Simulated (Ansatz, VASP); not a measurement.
# Yb: VASP beside Ansatz

File INCAR:

```
  PREC = Accurate
  ENCUT = 520
  EDIFF = 1E-6
  ISMEAR = -1
  SIGMA = 0.3
  LREAL = False
  LASPH = True
  NELM = 60
  ALGO = Normal
  ISIF = 2
  LWAVE = False
  LCHARG = False
  GGA = PE
  NBANDS = 18
```

The input KPOINTS:

```
Automatic mesh
0
Gamma
  10 10 10
```

The input POSCAR:

```
Yb
1.0
    0.0000000000      2.6151647068      2.6151647068
    2.6151647068      0.0000000000      2.6151647068
    2.6151647068      2.6151647068      0.0000000000
Yb
1
Direct
    0.0000000000      0.0000000000      0.0000000000
```

Input for Ansatz:

```yaml
crystal:
  lattice:
    - [0.0, 2.6151647068, 2.6151647068]
    - [2.6151647068, 0.0, 2.6151647068]
    - [2.6151647068, 2.6151647068, 0.0]
  atoms:
    - { symbol: Yb, position: [0.0, 0.0, 0.0] }
hamiltonian:
  xc: pbe
  pseudopotentials:
    kind: paw
    azcp:
      Yb: "pseudopotentials/Yb.paw.azcp"
basis:
  ecutwfc: 420
  fft_grid_basis: typed
kpoints:
  mp_grid: { grid: [10, 10, 10], shift: [0, 0, 0] }
magnetization:
  spin_polarized: false
scf:
  occupations: { method: fermi_dirac, width: 0.3 }
  lower_state_search: "off"
output:
  stress: true
```

Alike in both runs: task single point; functional PBE; k mesh 10 × 10 × 10; occupations fermi-dirac, width 0.3 eV; no spin polarisation.

|  | VASP | Ansatz |
| --- | --- | --- |
| version | VASP 6.6.1 | Ansatz 0.2.0 |
| potentials or method | VASP PAW PBE potentials, release 64 (Yb), cutoff 520 eV | plane waves (420 eV) with PAW, scalar-relativistic |
| valence electrons in the cell | 24 | 24 |

VASP gave:

* pressure (GPa): 0.2

**Question.** Which values does Ansatz return?

**Answer.** Pressure (GPa): 0.1.

Neither program's run includes spin-orbit coupling.
